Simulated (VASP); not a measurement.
Write the native input for VASP 6.6.1 that does the following.

- Task: single point
- Functional: PBE
- Potentials or basis: VASP PAW PBE potentials, release 64 (Ga_d, Ge_d)
- Cutoff: 520 eV
- k mesh: 6 × 6 × 6
- Occupations: fermi-dirac, width 0.15 eV
- Spin: no spin polarisation
- Dipole correction: no
- Further INCAR settings: ALGO = Normal; EDIFF = 1e-06; NBANDS = 36

The structure of GaGe3 lies in POSCAR:

```
GaGe3
1.0
    4.2784700000      0.0000000000      0.0000000000
    0.0000000000      4.2784700000      0.0000000000
    0.0000000000      0.0000000000      4.2784700000
Ga Ge
1 3
Direct
    0.0000000000      0.0000000000      0.0000000000
    0.0000000000      0.5000000000      0.5000000000
    0.5000000000      0.0000000000      0.5000000000
    0.5000000000      0.5000000000     -0.0116864206
```

One way to write it, as run:

INCAR

```
  PREC = Accurate
  ENCUT = 520
  EDIFF = 1E-6
  ISMEAR = -1
  SIGMA = 0.15
  LREAL = F
  LASPH = T
  NELM = 60
  ALGO = Normal
  ISIF = 2
  LWAVE = F
  LCHARG = F
  GGA = PE
  NBANDS = 36
```

KPOINTS

```
Automatic mesh
0
Gamma
  6 6 6
```

Potentials or basis: VASP PAW PBE potentials, release 64 (Ga_d, Ge_d).

Command:

```bash
$ cat potpaw_PBE.64/Ga_d/POTCAR potpaw_PBE.64/Ge_d/POTCAR > POTCAR
$ mpirun -np 1 vasp_std > vasp.out
```

Results of the run:

```
Pressure      : -0.2 GPa
Largest force : 0.046 eV/Å
```

Wall time 37 s on 1 thread of Intel(R) Xeon(R) Platinum 8488C (Sapphire Rapids) (shared host), peak memory 0.24 GiB.
